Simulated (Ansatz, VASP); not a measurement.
# Two plane-wave programs on CrNi

```
CELL_PARAMETERS angstrom
1.24449 0.71851 4.14780
-1.24449 0.71851 4.14780
0.00000 -1.43702 4.14780
ATOMIC_POSITIONS crystal
Cr 0.00000 0.00000 0.00000
Ni 0.50000 0.50000 0.50000
```

Alike in both runs: task single point; functional PBE; k mesh 6 × 6 × 6; occupations gaussian, width 0.0018 eV; no spin polarisation.

```csv
,VASP,Ansatz
version,VASP 6.6.1,Ansatz 0.2.0
potentials or method,"VASP PAW PBE potentials, release 64 (Cr_pv, Ni), cutoff 520 eV","scalar-relativistic, plane waves, PAW"
valence electrons in the cell,22,32
```

Ansatz gave:

| Property | Result |
| --- | --- |
| gap on the k mesh at the Fermi level (eV) | none |
| pressure (GPa) | 1.7 |
| traceless stress, the component that is largest in VASP (GPa) | 3.55 |

Question: What did VASP give for the same quantities?

Answer: gap on the k mesh at the Fermi level (eV): none; pressure (GPa): 1.4; traceless stress, the component that is largest in VASP (GPa): 3.70.

A gap of «none» marks a metal or a gap that the smearing closes. VASP's potentials hold 22 valence electrons a cell and Ansatz's 32, so a difference there can come from the potentials and not from the codes.

The k mesh is coarse, so the values compare programs but aren't converged.
